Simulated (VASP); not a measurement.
Ti, 3 atoms in the cell. The structure is hexagonal, space group P6/mmm (No. 191). Conventional cell: a = 4.554 Å, b = 4.554 Å, c = 2.816 Å, α = 90.00°, β = 90.00°, γ = 120.00°. Within 3.5 Å of Ti (site symmetry -6m2) lie 11 Ti at 2.63 to 2.98 Å. Ti (site symmetry 6/mmm) has 14 Ti at 2.82 to 2.98 Å within 3.7 Å. 

- Program: VASP 6.6.1
- Task: single point
- Functional: PBE
- Dispersion: D4
- Potentials or basis: VASP PAW PBE potentials, release 64 (Ti_sv)
- Cutoff: 520 eV
- k mesh: 7 × 7 × 9
- Occupations: fermi-dirac, width 0.05 eV
- Spin: no spin polarisation
- Dipole correction: no
- Further INCAR settings: ALGO = Normal; EDIFF = 1e-06; NBANDS = 25

Potentials or basis: VASP PAW PBE potentials, release 64 (Ti_sv).

Command:

```sh
$ cat potpaw_PBE.64/Ti_sv/POTCAR > POTCAR
$ mpirun -np 1 vasp_std > vasp.out
```

Hardware: 1 thread of Intel(R) Xeon(R) Platinum 8259CL CPU @ 2.50GHz (Skylake/Cascade Lake), on a shared host.

Estimate the wall time of this run.

Wall time 52 s on 1 thread of Intel(R) Xeon(R) Platinum 8259CL CPU @ 2.50GHz (Skylake/Cascade Lake) (shared host), peak memory 0.19 GiB. Counts: scf iterations 15, k points 40.
